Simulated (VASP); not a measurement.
# NaF (Immm) in VASP: single point with HSE06

Aim: the single point of NaF with HSE06.

All numbers are computed with VASP 6.6.1; they aren't measurements. Logs are shortened: lines on timing, memory, paths and dates and some standing lists are left out, and cuts for length are marked.

## (1) The cell of the first run

Symmetry: Immm, No. 71, orthorhombic system. The conventional cell has a = 3.188 Å, b = 3.310 Å, c = 4.594 Å, α = 90.00°, β = 90.00°, γ = 90.00°. Na (site symmetry mmm) has 6 F at 2.30 Å within 3.0 Å. Within 3.0 Å of F (site symmetry mmm) lie 6 Na at 2.30 Å.

## (2) Single point, HSE06 (shear xy strain -3.8%)

POSCAR reads:

```
NaF
1.0
   -0.0430719017      2.2971680881      2.2971680881
    2.2971680881     -0.0430719017      2.2971680881
    2.2540961864      2.2540961864      0.0000000000
Na F
1 1
Direct
    0.0000000000      0.0000000000      0.0000000000
    0.5000000000      0.5000000000      0.5000000000
```

INCAR.step1 reads:

```
SYSTEM = NaF
ALGO = Normal
EDIFF = 1E-5
ENCUT = 520
GGA = PE
ISIF = 2
ISMEAR = 0
LASPH = .True.
LREAL = .False.
LWAVE = .True.
NBANDS = 14
NELM = 60
PREC = Accurate
SIGMA = 0.01
```

INCAR.step2 reads:

```
SYSTEM = NaF
ALGO = Normal
EDIFF = 1E-6
ENCUT = 520
GGA = PE
HFSCREEN = 0.2079
ISIF = 2
ISMEAR = 0
ISTART = 1
LASPH = .True.
LCHARG = .True.
LELF = .True.
LHFCALC = .True.
LREAL = .False.
LVHAR = .True.
LWAVE = .False.
NBANDS = 14
NELM = 60
PREC = Accurate
PRECFOCK = Normal
SIGMA = 0.01
```

KPOINTS reads:

```
k-points
0
Gamma
  6 6 6
  0 0 0
```

Potentials or basis: VASP PAW PBE potentials, release 64 (Na_pv, F).

Run with:

```sh
$ cat potpaw_PBE.64/Na_pv/POTCAR potpaw_PBE.64/F/POTCAR > POTCAR
$ cp INCAR.step1 INCAR
$ mpirun -np 1 vasp_std > vasp.out
$ cp INCAR.step2 INCAR
$ mpirun -np 1 vasp_std > vasp.out
```

OUTCAR:

```text
SYSTEM = NaF
   EDIFF = 1E-6
   ENCUT = 520
   GGA = PE
   HFSCREEN = 0.2079
   ISIF = 2
   ISMEAR = 0
   ISTART = 1
   LASPH = .True.
   LHFCALC = .True.
   LREAL = .False.
   NELM = 60
   PREC = Accurate
   PRECFOCK = Normal

 ion  position               nearest neighbor table
   1  0.000  0.000  0.000-   2 2.30   2 2.30   2 2.30   2 2.30   2 2.30   2 2.30
   2  0.500  0.500  0.500-   1 2.30   1 2.30   1 2.30   1 2.30   1 2.30   1 2.30

  LATTYP: Found a body centered orthorhombic cell.
 ALAT       =     3.1877733977
 B/A-ratio  =     1.0382165606
 C/A-ratio  =     1.4412367515

  Lattice vectors:

 A1 = (   0.0430719017,  -2.2971680881,  -2.2971680881)
 A2 = (  -0.0430719017,   2.2971680881,  -2.2971680881)
 A3 = (   2.2971680881,  -0.0430719017,   2.2971680881)

Analysis of symmetry for initial positions (statically):
=====================================================================
 Subroutine PRICEL returns:
 Original cell was already a primitive cell.

 Routine SETGRP: Setting up the symmetry group for a
 body centered orthorhombic supercell.

 Subroutine GETGRP returns: Found  8 space group operations
 (whereof  8 operations were pure point group operations)
 out of a pool of  8 trial point group operations.

The static configuration has the point symmetry D_2h.

Analysis of symmetry for dynamics (positions and initial velocities):
=====================================================================
 Subroutine PRICEL returns:
 Original cell was already a primitive cell.

 Routine SETGRP: Setting up the symmetry group for a
 body centered orthorhombic supercell.

 Subroutine GETGRP returns: Found  8 space group operations
 (whereof  8 operations were pure point group operations)
 out of a pool of  8 trial point group operations.

The dynamic configuration has the point symmetry D_2h.

 Subroutine INISYM returns: Found  8 space group operations
 (whereof  8 operations are pure point group operations),
 and found     1 'primitive' translations

----------------------------------------------------------------------------------------

                                     Primitive cell

  volume of cell :      24.2357

  direct lattice vectors                    reciprocal lattice vectors
    -0.043071902  2.297168088  2.297168088    -0.213653301  0.213653301  0.217659301
     2.297168088 -0.043071902  2.297168088     0.213653301 -0.213653301  0.217659301
     2.254096186  2.254096186  0.000000000     0.221818396  0.221818396 -0.217659301

  length of vectors
     3.248971782  3.248971782  3.187773398     0.372385603  0.372385603  0.381814579

  position of ions in fractional coordinates (direct lattice)
     0.000000000  0.000000000  0.000000000
     0.500000000  0.500000000  0.500000000

  ion indices of the primitive-cell ions
   primitive index   ion index
                 1           1
                 2           2

----------------------------------------------------------------------------------------

 KPOINTS: k-points

Automatic generation of k-mesh.
 Grid dimensions read from file:
 generate k-points for:    6    6    6

 Generating k-lattice:

  Cartesian coordinates                     Fractional coordinates (reciprocal lattice)
    -0.035608884  0.035608884  0.036276550     0.166666667  0.000000000  0.000000000
     0.035608884 -0.035608884  0.036276550     0.000000000  0.166666667  0.000000000
     0.036969733  0.036969733 -0.036276550    -0.000000000 -0.000000000  0.166666667

  Length of vectors
     0.062064267  0.062064267  0.063635763

  Shift w.r.t. Gamma in fractional coordinates (k-lattice)
     0.000000000  0.000000000  0.000000000

 Subroutine IBZKPT returns following result:
 ===========================================

 Found     46 irreducible k-points:

 Following reciprocal coordinates:
            Coordinates               Weight
  0.000000  0.000000  0.000000      1.000000
  0.166667 -0.000000  0.000000      4.000000
  0.333333 -0.000000  0.000000      4.000000
  0.500000 -0.000000  0.000000      2.000000
  0.166667  0.166667  0.000000      2.000000
  0.333333  0.166667  0.000000      4.000000
[... 16 lines left out ...]
 -0.166667  0.333333  0.166667      4.000000
  0.500000  0.500000  0.166667      4.000000
 [... further k-points ...]
   k-points           NKPTS =     46   k-points in BZ     NKDIM =    216   number of bands    NBANDS=     14
   number of dos      NEDOS =    301   number of ions     NIONS =      2
   total plane-waves  NPLWV =  13824
   dimension x,y,z NGX =    24 NGY =   24 NGZ =   24
   dimension x,y,z NGXF=    48 NGYF=   48 NGZF=   48
   ions per type =               1   1
   NGX,Y,Z   is equivalent  to a cutoff of  12.28, 12.28, 12.52 a.u.
   NGXF,Y,Z  is equivalent  to a cutoff of  24.56, 24.56, 25.03 a.u.
 SYSTEM =  NaF
   PREC   = accura    normal or accurate (medium, high low for compatibility)
   ISTART =      1    job   : 0-new  1-cont  2-samecut
   ICHARG =      0    charge: 1-file 2-atom 10-const
   ISPIN  =      1    spin polarized calculation?
   LNONCOLLINEAR =      F non collinear calculations
   LSORBIT =      F    spin-orbit coupling
   LASPH  =      T    aspherical Exc in radial PAW
   ENCUT  =  520.0 eV  38.22 Ry    6.18 a.u.   6.04  6.04  5.93*2*pi/ulx,y,z
   NELM   =     60;   NELMIN=  2; NELMDL=  0     # of ELM steps
   EDIFF  = 0.1E-05   stopping-criterion for ELM
   LREAL  =      F    real-space projection
   EDIFFG = 0.1E-04   stopping-criterion for IOM
   NSW    =      0    number of steps for IOM
   IBRION =     -1    ionic relax: 0-MD 1-quasi-New 2-CG
   NFREE  =      0    steps in history (QN), initial steepest desc. (CG)
   ISIF   =      2    stress and relaxation
   ISYM   =      3    0-nonsym 1-usesym 2-fastsym
   POTIM  = 0.5000    time-step for ionic-motion
   TEBEG  =    0.0;   TEEND  =   0.0 temperature during run
   PSTRESS=    0.0 pullay stress
   NELECT =      14.0000    total number of electrons
   NUPDOWN=      -1.0000    fix difference up-down
   EMIN   =  10.00;   EMAX   =-10.00  energy-range for DOS
   EFERMI =   0.00;   METHOD = LEGACY
   ISMEAR =     0;   SIGMA  =   0.01  broadening in eV -4-tet -1-fermi 0-gaus
   EFERMI_NEDOS =   21; number of points for ismear=-14 and -15
   IALGO  =     38    algorithm
   IMIX   =      1    mixing-type and parameters
     AMIX     =   0.40;   BMIX     =  1.00
     AMIX_MAG =   1.60;   BMIX_MAG =  1.00
  volume/ion in A,a.u.               =      12.12        81.78
  Fermi-wavevector in a.u.,A,eV,Ry     =   1.363428  2.576506 25.292370  1.858937
  Thomas-Fermi vector in A             =   2.489832
   LORBIT       =      0    0 simple, 1 ext, 2 COOP (PROOUT), +10 PAW based schemes
   GGA     = PE    functional components
   LHFCALC =     T    Hartree Fock is set to
   PRECFOCK=normal    Normal, Fast or Accurate (Low or Medium for compatibility)
   ENCUT4O =  -1.0   cutoff for four orbital integrals eV
   NKREDX  =     1    reduce k-point grid by
   NKREDY  =     1    reduce k-point grid by
   NKREDZ  =     1    reduce k-point grid by
   AEXX    =    0.2500 exact exchange contribution
   HFSCREEN=    0.2079 screening length (either q_TF or 0.3 A-1)
   HFSCREENC=   0.2079 screening length for correlation (either q_TF or 0.3 A-1)
   ENCUTFOCK=  -1.0 apply spherical cutoff to Coloumb kernel
   IVDW    =     0    specifies the selected vdW correction
   LEPSILON=     F    determine dielectric tensor
   LRPA    =     F    only Hartree local field effects (RPA)
 non-spin polarized calculation
 Gauss-broadening in eV      SIGMA  =   0.01
  energy-cutoff  :      520.00
  volume of cell :       24.24
 maximum number of plane-waves:       668
  NGX = 20; NGY = 20; NGZ = 18

 number of electron      13.9999999 magnetization

 Free energy of the ion-electron system (eV)
  ---------------------------------------------------
  ext. energy  EPLUGINS =         0.00000000
  ---------------------------------------------------
  free energy    TOTEN  =       -10.30520519 eV

  energy without entropy =      -10.30520519  energy(sigma->0) =      -10.30520519

 E-fermi :  -3.5584     XC(G=0):  -7.6065

 val. band max:       -3.5993394958   @ k =   0.0000   0.0000   0.0000
 cond. band min:       4.9477612496   @ k =   0.0000   0.0000   0.0000
 fundamental gap:      8.5471007454
 Fermi energy:        -3.5584334973

 k-point     1 :       0.0000    0.0000    0.0000
  band No.  band energies     occupation
      1     -24.4292      2.00000
      2     -23.9499      2.00000
      3     -23.9483      2.00000
      4     -23.9463      2.00000
      5      -3.7021      2.00000
      6      -3.6550      2.00000
      7      -3.5993      2.00000
      8       4.9478      0.00000
      9      17.4359      0.00000
     10      17.9158      0.00000
     11      18.3920      0.00000
     12      20.5574      0.00000
     13      23.2454      0.00000
     14      23.2679      0.00000

 k-point     2 :       0.1667   -0.0000    0.0000
  band No.  band energies     occupation
      1     -24.6613      2.00000
      2     -23.9528      2.00000
      3     -23.9496      2.00000
      4     -23.6754      2.00000
      5      -4.1734      2.00000
      6      -3.7365      2.00000
      7      -3.6679      2.00000
      8       5.8824      0.00000
      9      15.1666      0.00000
     10      18.2132      0.00000
     11      18.8184      0.00000
     12      22.3498      0.00000
     13      22.5777      0.00000
     14      23.2996      0.00000
[... 343 lines left out ...]
      1     -24.7442      2.00000
      2     -24.0102      2.00000
      3     -23.9873      2.00000
      4     -23.4528      2.00000
      5      -4.8752      2.00000
      6      -4.2337      2.00000
      7      -3.9825      2.00000
      8       9.5319      0.00000
      9      12.5005      0.00000
     10      16.1788      0.00000
     11      17.9600      0.00000
     12      20.6947      0.00000
     13      23.7660      0.00000
     14      26.7933      0.00000

 k-point    24 :       0.5000    0.5000    0.1667
  band No.  band energies     occupation
      1     -24.5380      2.00000
      2     -24.0370      2.00000
      3     -23.9927      2.00000
      4     -23.6545      2.00000
      5      -4.9189      2.00000
      6      -4.2073      2.00000
      7      -4.1323      2.00000
      8      10.8056      0.00000
      9      12.1468      0.00000
     10      14.4799      0.00000
     11      18.5872      0.00000
     12      18.9663      0.00000
     13      25.3080      0.00000
     14      26.3967      0.00000

 [... further k-points ...]

------------------------ aborting loop because EDIFF is reached ----------------------------------------

  FORCE on cell =-STRESS in cart. coord.  units (eV):
  Direction    XX          YY          ZZ          XY          YZ          ZX
  --------------------------------------------------------------------------------------
  -------------------------------------------------------------------------------------
  Total        0.2512748      0.2512748      0.2421168      0.1628583      0.0000000      0.0000000
  in kB       16.6113100     16.6113100     16.0058897     10.7662627      0.0000000      0.0000000
  external PRESSURE =      16.4095032 kB  Pullay stress =       0.0000000 kB

 VOLUME and BASIS-vectors are now :
 -----------------------------------------------------------------------------
  energy-cutoff  :      520.00
  volume of cell :       24.24
      direct lattice vectors                 reciprocal lattice vectors
    -0.043071902  2.297168088  2.297168088    -0.213653301  0.213653301  0.217659301
     2.297168088 -0.043071902  2.297168088     0.213653301 -0.213653301  0.217659301
     2.254096186  2.254096186  0.000000000     0.221818396  0.221818396 -0.217659301

 POSITION                                       TOTAL-FORCE (eV/Angst)
 -----------------------------------------------------------------------------------
      0.00000      0.00000      0.00000         0.000000      0.000000      0.000000
      2.25410      2.25410      2.29717         0.000000      0.000000      0.000000
 -----------------------------------------------------------------------------------
    total drift:                                0.000000     -0.000000      0.000001

  FREE ENERGIE OF THE ION-ELECTRON SYSTEM (eV)
  ---------------------------------------------------
  free  energy   TOTEN  =       -10.3052051922 eV

  energy  without entropy=      -10.3052051922  energy(sigma->0) =      -10.30520519
```

Wall time 83 min (1 thread of Intel Xeon 8259CL, shared host); peak memory 0.22 GiB.

What came out:

| Quantity | Value |
| --- | --- |
| Free energy | -10.3052 eV |
| Pressure | 1.6 GPa |
| Band gap on the k mesh | 8.55 eV |

Levels at points of the mesh, in eV from the valence-band top:
| k point | band 5 | band 6 | band 7 | band 8 | band 9 | band 10 |
| --- | --- | --- | --- | --- | --- | --- |
| (0.00, 0.00, 0.00) | -0.10 | -0.06 | 0.00 | 8.55 | 21.04 | 21.52 |
| (0.50, 0.00, 0.00) | -1.75 | -0.33 | -0.27 | 13.11 | 14.85 | 22.82 |
| (0.50, 0.50, 0.00) | -1.42 | -0.58 | -0.41 | 15.46 | 15.69 | 16.27 |
| (0.00, 0.00, 0.50) | -1.73 | -0.40 | -0.34 | 13.12 | 15.18 | 22.40 |
| (0.50, 0.00, 0.50) | -1.42 | -0.50 | -0.50 | 15.53 | 15.69 | 16.19 |

Caveat: the cell differs from its parent crystal (shear xy strain -3.8%); the PAW data sets were made with another functional, which shifts forces and pressure a little.
